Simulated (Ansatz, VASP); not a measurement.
# Two plane-wave programs on SnSe2

Contents of INCAR:

```
PREC = Accurate
ENCUT = 520
EDIFF = 1E-6
ISMEAR = 0
SIGMA = 0.05
LREAL = F
LASPH = T
NELM = 80
ALGO = Normal
ISIF = 2
LWAVE = F
LCHARG = F
GGA = PE
NBANDS = 20
```

Contents of KPOINTS:

```
regular mesh
0
Gamma
  12 12 6
```

Contents of POSCAR:

```
SnSe2
1.0
    3.9253287450      0.0000000000      0.0000000000
   -1.9626643725      3.3994344114      0.0000000000
    0.0000000000      0.0000000000      6.3211100000
Sn Se
1 2
Direct
    0.0000000000      0.0000000000      0.0000000000
    0.3333333333      0.6666666667      0.2500000000
    0.6666666667      0.3333333333      0.7500000000
```

Input for Ansatz:

```yaml
crystal:
  lattice:
    - [3.925328745, 0.0, 0.0]
    - [-1.9626643725, 3.3994344114, 0.0]
    - [0.0, 0.0, 6.32111]
  atoms:
    - { symbol: Sn, position: [0.0, 0.0, 0.0] }
    - { symbol: Se, position: [0.3333333333, 0.6666666667, 0.25] }
    - { symbol: Se, position: [0.6666666667, 0.3333333333, 0.75] }
basis:
  ecutwfc: 420
kpoints:
  mp_grid: { grid: [12, 12, 6] }
hamiltonian:
  xc: pbe
scf:
  occupations: { method: gaussian, width: 0.05 }
output:
  forces: true
  stress: true
  eigenvalues: true
  write_density: true
  write_potential: true
  elf: true
  volumetric_format: npy
```

Change from the starting cell: strain +0.030 along x and y, +0.030 along z, atoms carried along.

Alike in both runs: task single point; functional PBE; k mesh 12 × 12 × 6; occupations gaussian, width 0.05 eV; no spin polarisation.

|  | VASP | Ansatz |
| --- | --- | --- |
| version | VASP 6.6.1 | Ansatz 0.2.0 |
| potentials or method | VASP PAW PBE potentials, release 64 (Sn_d, Se), cutoff 520 eV | scalar-relativistic, plane waves, PAW |
| valence electrons in the cell | 26 | 46 |

|  | VASP | Ansatz | Ansatz less VASP |
| --- | --- | --- | --- |
| gap on the k mesh at the Fermi level (eV) | 0.60 | 0.60 | +0.004 |
| least direct gap on the mesh (eV) | 0.76 | 0.77 | +0.010 |
| pressure (GPa) | -0.6 | -0.7 | -0.05 |
| traceless stress, the component that is largest in VASP (GPa) | 0.97 | 0.97 | -0.004 |
| rms of the force components (eV/Å) | 0.018 | 0.023 | +0.0052 |

Atom by atom the forces differ by 0.005 eV/Å (rms over components). VASP's potentials hold 26 valence electrons a cell and Ansatz's 46, so a difference there can come from the potentials and not from the codes.
